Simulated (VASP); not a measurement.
N: single point with r2SCAN

The system is N.

```xyz
4
Lattice="3.9610 0.0000 0.0000 0.0000 3.9610 0.0000 0.0000 0.0000 5.1332" Properties=species:S:1:pos:R:3 pbc="T T T"
N     3.5744    3.5744    0.0000
N     2.3671    1.5939    2.5666
N     0.3866    0.3866    0.0000
N     1.5939    2.3671    2.5666
```

| Property | Result |
| --- | --- |
| Program | VASP 6.6.1 |
| Task | single point |
| Functional | r2SCAN |
| Potentials or basis | VASP PAW PBE potentials, release 64 (N) |
| Cutoff | 520 eV |
| k mesh | 4 × 4 × 4 |
| Occupations | gaussian, width 0.01 eV |
| Spin | no spin polarisation |

```yaml
Pressure: 3.3 GPa
Largest_force: 2.239 eV/Å
Band_gap_on_the_k_mesh: 7.46 eV, indirect (least direct gap 7.70 eV)
```

Forces in eV/Å, atoms in the order of the input:
```
N   -1.583 -1.583  0.000
N    1.583 -1.583  0.000
N    1.583  1.583  0.000
N   -1.583  1.583  0.000
```

Stress tensor (GPa, compression positive):
```
4.87 0.00 0.00
0.00 4.87 0.00
0.00 0.00 0.04
```

Levels at points of the mesh, in eV from the valence-band top:
```
           k point  band 7  band 8  band 9  band 10  band 11  band 12  band 13  band 14
(0.00, 0.00, 0.00)   -1.43   -1.31   -1.20    -0.24     7.46     8.56     8.98     8.98
(0.50, 0.00, 0.00)   -1.69   -1.69   -0.27    -0.27     8.74     8.74     8.74     8.74
(0.50, 0.50, 0.00)   -1.63   -1.63   -0.05    -0.05     8.43     8.43     9.66     9.66
(0.00, 0.00, 0.50)   -1.45   -1.45   -0.47    -0.47     7.97     7.97     8.97     8.97
(0.50, 0.00, 0.50)   -1.43   -1.43   -0.35    -0.35     8.28     8.28     9.11     9.11
(0.50, 0.50, 0.50)   -1.68   -1.68    0.00     0.00     8.49     8.49     9.66     9.66
```

Run time: 89 s on 1 thread of AMD EPYC 9R45 (Zen 5), on a shared host, peak memory 0.15 GiB.

Caveat: the standard files for N, O and F lose accuracy on very short bonds; the PAW data sets were made with another functional, which shifts forces and pressure a little. A k mesh can miss the band edges.
